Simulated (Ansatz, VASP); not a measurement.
MgB in VASP and in Ansatz

```
CELL_PARAMETERS angstrom
4.18197 0.00000 0.00000
-2.09099 3.62170 0.00000
0.00000 0.00000 4.63190
ATOMIC_POSITIONS crystal
Mg 0.33333 0.66667 0.75000
Mg 0.66667 0.33333 0.25000
B 0.33333 0.66667 0.25000
B 0.66667 0.33333 0.75000
```

Alike in both runs: task relaxation of cell and atoms; functional PBE; k mesh 12 × 12 × 10; occupations gaussian, width 0.1 eV; no spin polarisation.

|  | VASP | Ansatz |
| --- | --- | --- |
| version | VASP 6.6.1 | Ansatz 0.2.0 |
| potentials or method | VASP PAW PBE potentials, release 64 (Mg, B), cutoff 600 eV | scalar-relativistic, plane waves, PAW |
| valence electrons in the cell | 10 | 26 |

|  | VASP | Ansatz | Ansatz less VASP |
| --- | --- | --- | --- |
| gap on the k mesh at the Fermi level, each at its own relaxed structure (eV) | none | none | - |
| relaxed volume (Å³/atom) | 17.62 | 17.64 | +0.022 |
| relaxed cell length with the largest relative difference (Å) | 4.184 | 4.186 | +0.0024 |

A gap of «none» marks a metal or a gap that the smearing closes. VASP's potentials hold 10 valence electrons a cell and Ansatz's 26, so a difference there can come from the potentials and not from the codes.
